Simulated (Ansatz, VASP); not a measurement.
BeS: VASP beside Ansatz

INCAR

```
SYSTEM = BeS
  ALGO = Normal
  EDIFF = 1E-8
  ENCUT = 520
  GGA = CA
  ISIF = 2
  ISMEAR = -1
  LASPH = .TRUE.
  LCHARG = .FALSE.
  LEFG = .TRUE.
  LREAL = .FALSE.
  LWAVE = .FALSE.
  NBANDS = 11
  NELM = 100
  PREC = Accurate
  SIGMA = 0.02
```

Contents of KPOINTS:

```
k-points
0
G
  9 9 9
  0 0 0
```

Contents of POSCAR:

```
BeS
1.0
    0.0000000000      2.4250000000      2.4250000000
    2.4250000000      0.0000000000      2.4250000000
    2.4250000000      2.4250000000      0.0000000000
Be S
1 1
Direct
    0.0000000000      0.0000000000      0.0000000000
    0.7500000000      0.7500000000      0.7500000000
```

Input for Ansatz:

```yaml
crystal:
  lattice:
    - [0.0, 2.425, 2.425]
    - [2.425, 0.0, 2.425]
    - [2.425, 2.425, 0.0]
  atoms:
    - { symbol: Be, position: [0.0, 0.0, 0.0] }
    - { symbol: S, position: [0.75, 0.75, 0.75] }
kpoints:
  mp_grid: { grid: [9, 9, 9] }
  band_path:
    path:
      - [0.0, 0.0, 0.0]
      - [-0.5, -0.5, 0.0]
      - [-0.375, -0.375, 0.25]
      - [-0.375, 0.0, 0.375]
      - [0.0, 0.0, 0.0]
      - [0.0, 0.0, 0.5]
      - [-0.5, -0.25, 0.25]
      - [-0.5, -0.5, 0.0]
    npoints: 5
scf:
  occupations: { method: fermi_dirac, width: 0.02 }
hamiltonian:
  xc: lda
  pseudopotentials: { kind: paw }
output:
  forces: true
  stress: true
  eigenvalues: true
  efg: { contact_densities: true }
```

Alike in both runs: task electric field gradients; functional LDA; k mesh 9 × 9 × 9; occupations fermi-dirac, width 0.02 eV; no spin polarisation.

|  | VASP | Ansatz |
| --- | --- | --- |
| version | VASP 6.6.1 | Ansatz 0.2.0 |
| potentials or method | VASP PAW LDA potentials, release 64 (Be, S) | PAW with Ansatz's default frozen-core files, scalar-relativistic |
| plane-wave cutoff (eV) | 520 | 420 |
| valence electrons in the cell | 8 | 8 |

VASP gave:

- gap on the k mesh at the Fermi level (eV): 3.00
- pressure (GPa): -3.2

**Question.** Which values does Ansatz return?

**Answer.** gap on the k mesh at the Fermi level (eV): 2.99; pressure (GPa): -3.2.

LDA's correlation is that of Perdew and Zunger in VASP and of Perdew and Wang (1992) in Ansatz.
